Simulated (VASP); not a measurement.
Bi2Te3, 5 atoms in the cell. The structure is trigonal, space group R-3m (No. 166). The conventional cell has a = 4.383 Å, b = 4.383 Å, c = 30.333 Å, α = 90.00°, β = 90.00°, γ = 120.00°. Within 4.0 Å of Bi (site symmetry 3m) lie 6 Te at 3.07 to 3.24 Å. Te (site symmetry 3m) has 3 Bi at 3.07 Å and 3 Te at 3.63 Å within 4.0 Å. Within 4.6 Å of Te (site symmetry -3m) lie 6 Bi at 3.24 Å and 12 Te at 4.38 to 4.53 Å. 

| Property | Result |
| --- | --- |
| Program | VASP 6.6.1 |
| Task | single point |
| Functional | PBE |
| Dispersion | D4 |
| Potentials or basis | VASP PAW PBE potentials, release 64 (Bi_d, Te) |
| Cutoff | 520 eV |
| k mesh | 7 × 7 × 7 |
| Occupations | fermi-dirac, width 0.05 eV |
| Spin | no spin polarisation |
| Dipole correction | no |
| Further INCAR settings | ALGO = Normal; EDIFF = 1e-06; NBANDS = 32 |

Potentials or basis: VASP PAW PBE potentials, release 64 (Bi_d, Te).

The run is started by

```console
$ cat potpaw_PBE.64/Bi_d/POTCAR potpaw_PBE.64/Te/POTCAR > POTCAR
$ mpirun -np 1 vasp_std > vasp.out
```

Hardware: 1 thread of Intel Xeon 8259CL, on a shared host.

Estimate the wall time of this run.

It took 39 min on 1 thread of Intel Xeon 8259CL (shared host), peak memory 1 GiB. Counts: scf iterations 14, k points 44.
